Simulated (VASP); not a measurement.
## HfB: single point with PBE

The system is HfB.

```xyz
4
Lattice="-2.1088 2.5471 2.9338 2.1088 -2.5471 2.9338 2.1088 2.5471 -2.9338" Properties=species:S:1:pos:R:3 pbc="T T T"
Hf    0.0000    2.5471    1.5273
Hf    2.1088    0.0000    1.4065
B     0.0000    1.1176    2.9338
B     2.1088    1.4294    0.0000
```

The cell was built from a structure type or drawn by symmetry, and may not be a known phase.

| Quantity | Value |
| --- | --- |
| Program | VASP 6.6.1 |
| Task | single point |
| Functional | PBE |
| Potentials or basis | VASP PAW PBE potentials, release 64 (Hf_pv, B) |
| Cutoff | 520 eV |
| k mesh | 6 × 6 × 6 |
| Occupations | gaussian, width 0.1 eV |
| Spin | no spin polarisation |

The pressure is 19.8 GPa. The largest force is 8.000 eV/Å and the band gap on the k mesh is zero (bands 13 and 14 overlap by 1.63 eV).

Forces in eV/Å, atoms in the order of the input:
```
Hf   0.000  0.000 -7.790
Hf   0.000  0.000  7.790
B    0.000 -8.000  0.000
B    0.000  8.000  0.000
```

Stress tensor (GPa, compression positive):
```
-20.03   0.00   0.00
  0.00  34.34   0.00
  0.00   0.00  45.10
```

Levels at points of the mesh, in eV from the Fermi level:
```
           k point  band 11  band 12  band 13  band 14  band 15  band 16
(0.00, 0.00, 0.00)    -2.36    -2.17     0.65     1.01     3.15     5.28
(0.50, 0.00, 0.00)    -1.88    -1.13    -1.04     0.16     0.75     1.46
(0.00, 0.50, 0.00)    -1.72    -1.66     0.00     1.12     1.62     1.84
(0.50, 0.50, 0.00)    -1.65    -1.23    -1.17    -0.88     2.99     3.12
(0.50, 0.50, 0.50)    -0.85    -0.69     0.30     0.60     0.60     1.36
```

Wall time 56 s on 1 thread of Intel(R) Xeon(R) Platinum 8259CL CPU @ 2.50GHz (Skylake/Cascade Lake), on a shared host, peak memory 0.23 GiB.

Caveat: the cell stands under pressure; spin-orbit coupling is left out, which moves the levels of the heavy elements; forces of over 1 eV/Å act on the atoms, so gaps and moduli don't describe the material at rest.
